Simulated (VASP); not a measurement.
Input of a VASP 6.6.1 run:

File INCAR:

```
ALGO = Fast ; EDIFF = 1E-6
ENCUT = 520 ; ISIF = 2
ISMEAR = 0 ; LASPH = True
LCHARG = True ; LELF = True
LREAL = False ; LVHAR = True
LWAVE = False ; NBANDS = 14
NELM = 80 ; PREC = Accurate
SIGMA = 0.15
```

File KPOINTS:

```
k-points
0
Gamma
  16 16 16
```

Contents of POSCAR:

```
TiAl
1.0
    2.8317887646      0.0000000000      0.0000000000
    0.0000000000      2.8317887646      0.0000000000
    0.0000000000      0.0000000000      3.3460416043
Ti Al
1 1
Direct
    0.0000000000      0.0000000000      0.0000000000
    0.5000000000      0.5000000000      0.5000000000
```

Potentials or basis: VASP PAW LDA potentials, release 64 (Ti_sv, Al).

Command:

```sh
$ cat potpaw_LDA.64/Ti_sv/POTCAR potpaw_LDA.64/Al/POTCAR > POTCAR
$ mpirun -np 1 vasp_std > vasp.out
```

What does it give for the pressure?

21.1 GPa.

Predict the band gap on the k mesh.

zero (an odd number of electrons rules out a gap without spin polarisation).

Stress tensor (GPa, compression positive):
```
17.40  0.00  0.00
 0.00 17.40  0.00
 0.00  0.00 28.61
```

Caveat: the cell stands under pressure.
